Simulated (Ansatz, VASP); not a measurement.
**One calculation of CdTe, two programs**

INCAR

```
SYSTEM = CdTe
PREC = Accurate ; ENCUT = 520
EDIFF = 1E-7 ; ISMEAR = 0
SIGMA = 0.05 ; LREAL = .False.
LASPH = .True. ; NELM = 80
ALGO = Normal ; ISIF = 2
LWAVE = .False. ; LCHARG = .False.
GGA = PS ; NBANDS = 16
```

The input KPOINTS:

```
Automatic mesh
0
Gamma
  8 8 8
  0 0 0
```

File POSCAR:

```
CdTe
1.0
    0.0000000000      3.2446715277      3.2446715277
    3.2446715277      0.0000000000      3.2446715277
    3.2446715277      3.2446715277      0.0000000000
Cd Te
1 1
Direct
    0.0000000000      0.0000000000      0.0000000000
    0.7500000000      0.7500000000      0.7500000000
```

Input for Ansatz:

```yaml
crystal:
  lattice:
    - [0.0, 3.2446715277, 3.2446715277]
    - [3.2446715277, 0.0, 3.2446715277]
    - [3.2446715277, 3.2446715277, 0.0]
  atoms:
    - { symbol: Cd, position: [0.0, 0.0, 0.0] }
    - { symbol: Te, position: [0.75, 0.75, 0.75] }
basis:
  ecutwfc: 420
kpoints:
  mp_grid: { grid: [8, 8, 8] }
hamiltonian:
  xc: pbesol
scf:
  occupations: { method: gaussian, width: 0.05 }
output:
  forces: true
  stress: true
  eigenvalues: true
  write_density: true
  write_potential: true
  elf: true
  volumetric_format: npy
```

Alike in both runs: task single point; functional PBEsol; k mesh 8 × 8 × 8; occupations gaussian, width 0.05 eV; no spin polarisation.

```csv
,VASP,Ansatz
version,VASP 6.6.1,Ansatz 0.2.0
potentials or method,"VASP PAW PBE potentials, release 64 (Cd, Te), cutoff 520 eV","scalar-relativistic, plane waves, PAW"
valence electrons in the cell,18,36
```

```csv
,VASP,Ansatz,Ansatz less VASP
gap on the k mesh at the Fermi level (eV),0.65,0.65,-0.002
least direct gap on the mesh (eV),0.65,0.65,-0.002
pressure (GPa),0.2,0.0,-0.16
```

VASP's potentials were made for PBE, not for PBEsol. The functional is the same, so the differences come from potentials, cutoffs and numerics. VASP's potentials hold 18 valence electrons a cell and Ansatz's 36, so a difference there can come from the potentials and not from the codes.

Neither program's run includes spin-orbit coupling.
